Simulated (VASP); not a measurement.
Set up this calculation in VASP 6.6.1, as the native input.

* Task: single point
* Functional: PBEsol
* Potentials or basis: VASP PAW PBE potentials, release 64 (Na_pv, Cl)
* Cutoff: 520 eV
* k mesh: 6 × 6 × 6
* Occupations: gaussian, width 0.02 eV
* Spin: no spin polarisation
* Dipole correction: no
* Further INCAR settings: ALGO = Normal; EDIFF = 1e-06; NBANDS = 14

The structure of NaCl lies in POSCAR:

```
NaCl
1.0
    3.4987578538      0.0000000000      0.0000000000
    0.0000000000      3.4987578538      0.0000000000
    0.0000000000      0.0000000000      3.4987578538
Na Cl
1 1
Direct
    0.0000000000      0.0000000000      0.0000000000
    0.5000000000      0.5000000000      0.5000000000
```

This cell differs from its parent crystal: strained.

These files were run (other wordings do the same):

INCAR

```
SYSTEM = NaCl
PREC = Accurate
ENCUT = 520
EDIFF = 1E-6
ISMEAR = 0
SIGMA = 0.02
LREAL = .False.
LASPH = .True.
NELM = 100
ALGO = Normal
ISIF = 2
LWAVE = .False.
LCHARG = .False.
GGA = PS
NBANDS = 14
```

KPOINTS

```
Automatic mesh
0
Gamma
  6 6 6
  0 0 0
```

Potentials or basis: VASP PAW PBE potentials, release 64 (Na_pv, Cl).

Launch:

```bash
$ cat potpaw_PBE.64/Na_pv/POTCAR potpaw_PBE.64/Cl/POTCAR > POTCAR
$ mpirun -np 1 vasp_std > vasp.out
```

It gave:

```yaml
Pressure: -1.2 GPa
Band_gap_on_the_k_mesh: 3.85 eV, indirect (least direct gap 4.35 eV)
```

Caveat: the cell differs from its parent crystal (strained); the PAW data sets were made with another functional, which shifts forces and pressure a little.

It took 7.4 s on 1 thread of Intel(R) Xeon(R) Platinum 8488C (Sapphire Rapids) (shared host), peak memory 0.15 GiB.
